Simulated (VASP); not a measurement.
# Ti in VASP: notebook

Aim: see how the results for Ti move with the level of theory and the settings. Levels: PBEsol, PBEsol+D4, revPBE+D3(BJ)+U, PBE-based screened hybrid with 25 % exact exchange. Tasks: single point, relaxation of cell and atoms.

All numbers are computed with VASP 6.6.1; they aren't measurements. Logs are shortened: lines on timing, memory, paths and dates and some standing lists are left out, and cuts for length are marked.

### 1 The cell of the first run

It takes space group Fm-3m (No. 225, cubic). Conventional cell: a = 4.060 Å, b = 4.060 Å, c = 4.060 Å, α = 90.00°, β = 90.00°, γ = 90.00°. Within 3.8 Å of Ti (site symmetry m-3m) lie 12 Ti at 2.87 Å.

This isn't the form of Ti at room conditions, which is hcp.

### 2 Single point, PBEsol, non-collinear spin, typed start

File INCAR:

```
  ALGO = Normal
  EDIFF = 1E-7
  ENCUT = 520
  GGA = PS
  ISIF = 2
  ISMEAR = -5
  LASPH = T
  LCHARG = F
  LMAXMIX = 4
  LNONCOLLINEAR = T
  LORBIT = 11
  LREAL = F
  LWAVE = F
  MAGMOM = 0 0 1
  NBANDS = 23
  NELM = 150
  PREC = Accurate
  SIGMA = 0.05
```

File KPOINTS:

```
k-points
0
Gamma
  11 11 11
```

File POSCAR:

```
Ti
1.0
    0.0000000000      2.0300000000      2.0300000000
    2.0300000000      0.0000000000      2.0300000000
    2.0300000000      2.0300000000      0.0000000000
Ti
1
Direct
    0.0000000000      0.0000000000      0.0000000000
```

Potentials or basis: VASP PAW PBE potentials, release 64 (Ti_sv).

On the command line:

```bash
cat potpaw_PBE.64/Ti_sv/POTCAR > POTCAR
mpirun -np 1 vasp_ncl > vasp.out
```

OUTCAR:

```text
EDIFF = 1E-7
   ENCUT = 520
   GGA = PS
   ISIF = 2
   ISMEAR = -5
   LASPH = T
   LNONCOLLINEAR = T
   LORBIT = 11
   LREAL = F
   NELM = 150
   PREC = Accurate

 ion  position               nearest neighbor table
   1  0.000  0.000  0.000-

  LATTYP: Found a face centered cubic cell.
 ALAT       =     4.0600000000

  Lattice vectors:

 A1 = (   0.0000000000,   2.0300000000,   2.0300000000)
 A2 = (   2.0300000000,   0.0000000000,   2.0300000000)
 A3 = (   2.0300000000,   2.0300000000,   0.0000000000)

Analysis of symmetry for initial positions (statically):
=====================================================================
 Subroutine PRICEL returns:
 Original cell was already a primitive cell.

 Routine SETGRP: Setting up the symmetry group for a
 face centered cubic supercell.

 Subroutine GETGRP returns: Found 48 space group operations
 (whereof 48 operations were pure point group operations)
 out of a pool of 48 trial point group operations.

The static configuration has the point symmetry O_h .

Analysis of symmetry for dynamics (positions and initial velocities):
=====================================================================
 Subroutine PRICEL returns:
 Original cell was already a primitive cell.

 Routine SETGRP: Setting up the symmetry group for a
 face centered cubic supercell.

 Subroutine GETGRP returns: Found 48 space group operations
 (whereof 48 operations were pure point group operations)
 out of a pool of 48 trial point group operations.

The dynamic configuration has the point symmetry O_h .

Analysis of structural, dynamic, and magnetic symmetry:
=====================================================================
 Subroutine PRICEL returns:
 Original cell was already a primitive cell.

 Routine SETGRP: Setting up the symmetry group for a
 face centered cubic supercell.

 Subroutine GETGRP returns: Found  8 space group operations
 (whereof  8 operations were pure point group operations)
 out of a pool of 48 trial point group operations.

The overall configuration has the point symmetry C_4h.

 Subroutine INISYM returns: Found  8 space group operations
 (whereof  8 operations are pure point group operations),
 and found     1 'primitive' translations

----------------------------------------------------------------------------------------

                                     Primitive cell

  volume of cell :      16.7309

  direct lattice vectors                    reciprocal lattice vectors
     0.000000000  2.030000000  2.030000000    -0.246305419  0.246305419  0.246305419
     2.030000000  0.000000000  2.030000000     0.246305419 -0.246305419  0.246305419
     2.030000000  2.030000000  0.000000000     0.246305419  0.246305419 -0.246305419

  length of vectors
     2.870853532  2.870853532  2.870853532     0.426613499  0.426613499  0.426613499

  position of ions in fractional coordinates (direct lattice)
     0.000000000  0.000000000  0.000000000

  ion indices of the primitive-cell ions
   primitive index   ion index
                 1           1

----------------------------------------------------------------------------------------

 KPOINTS: k-points

Automatic generation of k-mesh.
 Grid dimensions read from file:
 generate k-points for:   11   11   11

 Generating k-lattice:

  Cartesian coordinates                     Fractional coordinates (reciprocal lattice)
    -0.022391402  0.022391402  0.022391402     0.090909091  0.000000000  0.000000000
     0.022391402 -0.022391402  0.022391402     0.000000000  0.090909091  0.000000000
     0.022391402  0.022391402 -0.022391402     0.000000000  0.000000000  0.090909091

  Length of vectors
     0.038783045  0.038783045  0.038783045

  Shift w.r.t. Gamma in fractional coordinates (k-lattice)
     0.000000000  0.000000000  0.000000000

 TETIRR: Found   1048 inequivalent tetrahedra from     7986

 Subroutine IBZKPT returns following result:
 ===========================================

 Found    186 irreducible k-points:

 Following reciprocal coordinates:
            Coordinates               Weight
  0.000000  0.000000  0.000000      1.000000
  0.090909  0.000000  0.000000      8.000000
  0.181818  0.000000  0.000000      8.000000
  0.272727  0.000000  0.000000      8.000000
  0.363636  0.000000  0.000000      8.000000
  0.454545  0.000000  0.000000      8.000000
[... 16 lines left out ...]
  0.000000  0.090909 -0.454545      8.000000
 -0.363636  0.090909  0.000000      8.000000
 [... further k-points ...]
   k-points           NKPTS =    186   k-points in BZ     NKDIM =    186   number of bands    NBANDS=     23
   number of dos      NEDOS =    301   number of ions     NIONS =      1
   total plane-waves  NPLWV =  13824
   dimension x,y,z NGX =    24 NGY =   24 NGZ =   24
   dimension x,y,z NGXF=    48 NGYF=   48 NGZF=   48
   ions per type =               1
   NGX,Y,Z   is equivalent  to a cutoff of  13.90, 13.90, 13.90 a.u.
   NGXF,Y,Z  is equivalent  to a cutoff of  27.80, 27.80, 27.80 a.u.
 SYSTEM =  unknown system
   PREC   = accura    normal or accurate (medium, high low for compatibility)
   ISTART =      0    job   : 0-new  1-cont  2-samecut
   ICHARG =      2    charge: 1-file 2-atom 10-const
   ISPIN  =      1    spin polarized calculation?
   LNONCOLLINEAR =      T non collinear calculations
   LSORBIT =      F    spin-orbit coupling
   LASPH  =      T    aspherical Exc in radial PAW
   ENCUT  =  520.0 eV  38.22 Ry    6.18 a.u.   5.34  5.34  5.34*2*pi/ulx,y,z
   NELM   =    150;   NELMIN=  2; NELMDL= -5     # of ELM steps
   EDIFF  = 0.1E-06   stopping-criterion for ELM
   LREAL  =      F    real-space projection
   EDIFFG = 0.1E-05   stopping-criterion for IOM
   NSW    =      0    number of steps for IOM
   IBRION =     -1    ionic relax: 0-MD 1-quasi-New 2-CG
   NFREE  =      0    steps in history (QN), initial steepest desc. (CG)
   ISIF   =      2    stress and relaxation
   ISYM   =      2    0-nonsym 1-usesym 2-fastsym
   POTIM  = 0.5000    time-step for ionic-motion
   TEBEG  =    0.0;   TEEND  =   0.0 temperature during run
   PSTRESS=    0.0 pullay stress
   NELECT =      12.0000    total number of electrons
   NUPDOWN=      -1.0000    fix difference up-down
   EMIN   =  10.00;   EMAX   =-10.00  energy-range for DOS
   EFERMI =   0.00;   METHOD = LEGACY
   ISMEAR =    -5;   SIGMA  =   0.05  broadening in eV -4-tet -1-fermi 0-gaus
   EFERMI_NEDOS =   21; number of points for ismear=-14 and -15
   IALGO  =     38    algorithm
   IMIX   =      4    mixing-type and parameters
     AMIX     =   0.40;   BMIX     =  1.00
     AMIX_MAG =   1.60;   BMIX_MAG =  1.00
  volume/ion in A,a.u.               =      16.73       112.91
  Fermi-wavevector in a.u.,A,eV,Ry     =   1.465421  2.769245 29.217967  2.147460
  Thomas-Fermi vector in A             =   2.581280
   LORBIT       =     11    0 simple, 1 ext, 2 COOP (PROOUT), +10 PAW based schemes
   GGA     = PS    functional components
   LHFCALC =     F    Hartree Fock is set to
   AEXX    =    0.0000 exact exchange contribution
   IVDW    =     0    specifies the selected vdW correction
   LEPSILON=     F    determine dielectric tensor
   LRPA    =     F    only Hartree local field effects (RPA)
 Fermi weights with tetrahedron method with Bloechl corrections
  energy-cutoff  :      520.00
  volume of cell :       16.73
 maximum number of plane-waves:       926
 NGX is ok and might be reduce to    24
   NGX = 11   NGY = 11   NGZ = 11

 number of electron      12.0000002 magnetization       0.0000000      0.0000000     -0.0021933

 number of electron      12.0000002 magnetization      -0.0000000     -0.0000000     -0.0006473

 number of electron      12.0000002 magnetization       0.0000000      0.0000000      0.0000056

 number of electron      12.0000002 magnetization      -0.0000000     -0.0000000      0.0000117

 Free energy of the ion-electron system (eV)
  ---------------------------------------------------
  ext. energy  EPLUGINS =         0.00000000
  ---------------------------------------------------
  free energy    TOTEN  =        -8.28307387 eV

  energy without entropy =       -8.28307387  energy(sigma->0) =       -8.28307387

 E-fermi :   8.5012     XC(G=0): -11.8170

 val. band max:        8.5556202559   @ k =   0.0000   0.0909   0.4545
 cond. band min:       8.5781672100   @ k =   0.0000  -0.1818   0.0909
 fundamental gap:      0.0225469541
 Fermi energy:         8.5012132162

 k-point     1 :       0.0000    0.0000    0.0000
  band No.  band energies     occupation
      1     -47.9307      1.00000
      2     -47.9306      1.00000
      3     -23.8377      1.00000
      4     -23.8377      1.00000
      5     -23.8377      1.00000
      6     -23.8377      1.00000
[... 15 lines left out ...]
     22      23.9690      0.00000
     23      28.5884      0.00000

 k-point     2 :       0.0909    0.0000    0.0000
  band No.  band energies     occupation
      1     -47.9193      1.00000
      2     -47.9193      1.00000
      3     -23.9007      1.00000
      4     -23.9007      1.00000
      5     -23.8455      1.00000
      6     -23.8455      1.00000
[... 15 lines left out ...]
     22      24.1893      0.00000
     23      26.8187      0.00000
[... 544 lines left out ...]
     22      17.0463      0.00000
     23      23.3037      0.00000

 k-point    24 :      -0.3636    0.0909    0.0000
  band No.  band energies     occupation
      1     -47.7959      1.00000
      2     -47.7959      1.00000
      3     -24.5073      1.00000
      4     -24.5073      1.00000
      5     -23.9782      1.00000
      6     -23.9781      1.00000
[... 15 lines left out ...]
     22      18.2879      0.00000
     23      23.5558      0.00000

 [... further k-points ...]

------------------------ aborting loop because EDIFF is reached ----------------------------------------

  FORCE on cell =-STRESS in cart. coord.  units (eV):
  Direction    XX          YY          ZZ          XY          YZ          ZX
  --------------------------------------------------------------------------------------
  -------------------------------------------------------------------------------------
  Total       -0.0601321     -0.0601321     -0.0601299      0.0000000     -0.0000000      0.0000000
  in kB       -5.7583596     -5.7583596     -5.7581510      0.0000032     -0.0000000      0.0000000
  external PRESSURE =      -5.7582900 kB  Pullay stress =       0.0000000 kB

 VOLUME and BASIS-vectors are now :
 -----------------------------------------------------------------------------
  energy-cutoff  :      520.00
  volume of cell :       16.73
      direct lattice vectors                 reciprocal lattice vectors
     0.000000000  2.030000000  2.030000000    -0.246305419  0.246305419  0.246305419
     2.030000000  0.000000000  2.030000000     0.246305419 -0.246305419  0.246305419
     2.030000000  2.030000000  0.000000000     0.246305419  0.246305419 -0.246305419

 POSITION                                       TOTAL-FORCE (eV/Angst)
 -----------------------------------------------------------------------------------
      0.00000      0.00000      0.00000        -0.000000      0.000000      0.000000
 -----------------------------------------------------------------------------------
    total drift:                                0.000000     -0.000000     -0.000000

  FREE ENERGIE OF THE ION-ELECTRON SYSTEM (eV)
  ---------------------------------------------------
  free  energy   TOTEN  =        -8.2830738654 eV

  energy  without entropy=       -8.2830738654  energy(sigma->0) =       -8.28307387

 total charge

# of ion       s       p       d       tot
------------------------------------------
    1        2.256   6.127   1.920  10.303

 magnetization (x)

# of ion       s       p       d       tot
------------------------------------------
    1        0.000   0.000   0.000   0.000

 magnetization (y)

# of ion       s       p       d       tot
------------------------------------------
    1        0.000   0.000   0.000   0.000

 magnetization (z)

# of ion       s       p       d       tot
------------------------------------------
    1        0.000   0.000   0.000   0.000
```

Wall time 86 s (1 thread of Intel Xeon 6975P-C (Granite Rapids), shared host); peak memory 0.27 GiB.

What came out:

| Quantity | Value |
| --- | --- |
| Free energy | -8.2831 eV |
| Pressure | -0.6 GPa |
| Band gap on the k mesh | zero (bands 12 and 13 overlap by 1.18 eV) |
| Net moment | 0.00 μB per cell |
| Valence electrons inside the program's atomic spheres | Ti 10.30 |

Moments on the atoms (μB; x, y, z):
```
Ti  0.00 0.00 0.00
```

Caveat: the PAW data sets were made with another functional, which shifts forces and pressure a little; tetrahedron occupations give inexact forces and stress in metals.

(Continued in part 2 of 2.)

The gap in the log of VASP goes by the Fermi energy; the results here count the filled bands.